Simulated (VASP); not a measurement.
Input of a VASP 6.6.1 run:

File INCAR:

```
PREC = Accurate
ENCUT = 520
EDIFF = 1E-6
ISMEAR = -1
SIGMA = 0.02
LREAL = F
LASPH = T
NELM = 100
ALGO = Normal
ISIF = 2
LWAVE = F
LCHARG = T
GGA = PE
LELF = T
LVHAR = T
NBANDS = 20
```

KPOINTS

```
regular mesh
0
Gamma
  12 12 4
```

POSCAR

```
SnSe2
1.0
    4.0164067969      0.0000000000      0.0000000000
   -2.0082033984      3.4783103181      0.0000000000
    0.0000000000      0.0000000000      5.8873562437
Sn Se
1 2
Direct
    0.0000000000      0.0000000000      0.0000000000
    0.3333333333      0.6666666667      0.2567947464
    0.6666666667      0.3333333333      0.7432052536
```

Potentials or basis: VASP PAW PBE potentials, release 64 (Sn_d, Se).

Launch:

```sh
$ cat potpaw_PBE.64/Sn_d/POTCAR potpaw_PBE.64/Se/POTCAR > POTCAR
$ mpirun -np 1 vasp_std > vasp.out
```

Problem. Estimate the band gap on the k mesh.

Solution. Zero (filled and empty bands touch).

Problem. Predict the pressure.

Solution. -0.5 GPa.

Problem. Predict the largest force.

Solution. 0.245 eV/Å.

Stress tensor (GPa, compression positive):
```
-1.95  0.00  0.00
 0.00 -1.95  0.00
 0.00  0.00  2.41
```

Caveat: the cell differs from its parent crystal (epitaxial xy strain +5.0%); semilocal functionals underestimate gaps, and a narrow one can read as zero; spin-orbit coupling is left out, which moves the levels of the heavy elements; this functional lacks dispersion, which binds layers or chains, so the pressure and a relaxed spacing across them are unreliable.
